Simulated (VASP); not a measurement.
Wanted: the native input for a VASP 6.6.1 run.

```yaml
Task: single point
Functional: PBE
Potentials_or_basis: VASP PAW PBE potentials, release 64 (Sb)
Cutoff: 520 eV
k_mesh: 9 × 9 × 1
Occupations: fermi-dirac, width 0.05 eV
Spin: non-collinear spin, zero start, spin-orbit coupling
Starting_moments: "[[0.0, 0.0, 0.0], [0.0, 0.0, 0.0], [0.0, 0.0, 0.0], [0.0, 0.0, 0.0], [0.0, 0.0, 0.0], [0.0, 0.0, 0.0]] μB"
Dipole_correction: yes
Further_INCAR_settings: ALGO = Normal; EDIFF = 1e-07; NBANDS = 46
```

The structure of Sb lies in POSCAR:

```
Sb
1.0
    3.3690001795      0.0000000000      0.0000000000
   -1.6845000897      2.9176397408      0.0000000000
    0.0000000000      0.0000000000     28.3250000000
Sb
6
Direct
    0.6666666667      0.3333333334      0.2647837599
    0.3333333333      0.6666666666      0.3588702560
    0.6666666667      0.3333333334      0.4529567520
    0.3333333333      0.6666666666      0.5470432480
    0.6666666667      0.3333333334      0.6411297440
    0.3333333333      0.6666666666      0.7352162401
```

The input as run:

INCAR

```
SYSTEM = Sb
ALGO = Normal ; DIPOL = 0.5 0.5 0.500
EDIFF = 1E-7 ; ENCUT = 520
GGA = PE ; GGA_COMPAT = .FALSE.
IDIPOL = 3 ; ISIF = 2
ISMEAR = -1 ; LASPH = .TRUE.
LCHARG = .FALSE. ; LDIPOL = .TRUE.
LNONCOLLINEAR = .TRUE. ; LORBIT = 11
LORBMOM = .TRUE. ; LREAL = .FALSE.
LSORBIT = .TRUE. ; LWAVE = .FALSE.
MAGMOM = 0 0 0 0 0 0 0 0 0 0 0 0 0 0 0 0 0 0 ; NBANDS = 46
NELM = 150 ; PREC = Accurate
SIGMA = 0.05
```

KPOINTS

```
k-points
0
G
  9 9 1
  0 0 0
```

Potentials or basis: VASP PAW PBE potentials, release 64 (Sb).

Command:

```console
$ cat potpaw_PBE.64/Sb/POTCAR > POTCAR
$ mpirun -np 1 vasp_ncl > vasp.out
```

Results of the run:

| Item | Value |
| --- | --- |
| Largest force | 0.290 eV/Å |
| Net moment | 0.00 μB per cell |
| Valence electrons inside the program's atomic spheres | Sb 2.33, 2.34, 2.35 (each value once) |

Wall time 23 min on 1 thread of Intel(R) Xeon(R) Platinum 8259CL CPU @ 2.50GHz (Skylake/Cascade Lake), with other jobs on the host, peak memory 1.1 GiB.
